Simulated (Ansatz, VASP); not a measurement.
## Al in VASP and in Ansatz

Contents of POSCAR:

```
Al
1.0
    4.5439481664      0.0000000000      0.0000000000
   -2.2719740832      3.9351745456      0.0000000000
    0.0000000000      0.0000000000      2.7854402260
Al
3
Direct
    0.0000000000      0.0000000000      0.0000000000
    0.3333333333      0.6666666667      0.5000000000
    0.6666666667      0.3333333333      0.5000000000
```

The input INCAR.step1:

```
PREC = Accurate
ENCUT = 600
ISMEAR = -1
SIGMA = 0.1
LREAL = False
LASPH = True
NELM = 100
GGA = PE
ALGO = Normal
EDIFF = 1E-4
LWAVE = True
LCHARG = False
```

INCAR.step2

```
PREC = Accurate
ENCUT = 600
EDIFF = 1E-7
ISMEAR = -1
SIGMA = 0.1
LREAL = False
LASPH = True
NELM = 100
ALGO = Normal
ISIF = 3
LWAVE = False
LCHARG = False
METAGGA = R2SCAN
LMIXTAU = True
IBRION = 2
NSW = 80
EDIFFG = -0.01
ISTART = 1
```

Contents of KPOINTS:

```
regular mesh
0
Gamma
  8 8 11
```

Input for Ansatz:

```yaml
crystal:
  lattice:
    - [4.5439481664, 0.0, 0.0]
    - [-2.2719740832, 3.9351745456, 0.0]
    - [0.0, 0.0, 2.785440226]
  atoms:
    - { symbol: Al, position: [0.0, 0.0, 0.0] }
    - { symbol: Al, position: [0.3333333333, 0.6666666667, 0.5] }
    - { symbol: Al, position: [0.6666666667, 0.3333333333, 0.5] }
hamiltonian:
  xc: r2scan
  pseudopotentials:
    kind: paw
    azcp:
      Al: "pseudopotentials/Al.paw.azcp"
basis:
  ecutwfc: 500
  fft_grid_basis: typed
kpoints:
  mp_grid: { grid: [8, 8, 11], shift: [0, 0, 0] }
magnetization:
  spin_polarized: false
scf:
  occupations: { method: fermi_dirac, width: 0.1 }
relax:
  max_steps: 60
  f_tol: 0.01
  cell: {}
```

Alike in both runs: task relaxation of cell and atoms; functional r2SCAN; k mesh 8 × 8 × 11; occupations fermi-dirac, width 0.1 eV; no spin polarisation.

|  | VASP | Ansatz |
| --- | --- | --- |
| version | VASP 6.6.1 | Ansatz 0.2.0 |
| potentials or method | VASP PAW PBE potentials, release 64 (Al), cutoff 600 eV | plane waves (500 eV) with PAW, scalar-relativistic |
| valence electrons in the cell | 9 | 9 |

|  | VASP | Ansatz | Ansatz less VASP |
| --- | --- | --- | --- |
| relaxed volume (Å³/atom) | 16.43 | 16.50 | +0.071 |
| relaxed length of the cell vector where the two differ most in proportion (Å) | 2.793 | 2.801 | +0.0080 |

VASP's potentials were made for PBE, not for r2SCAN.
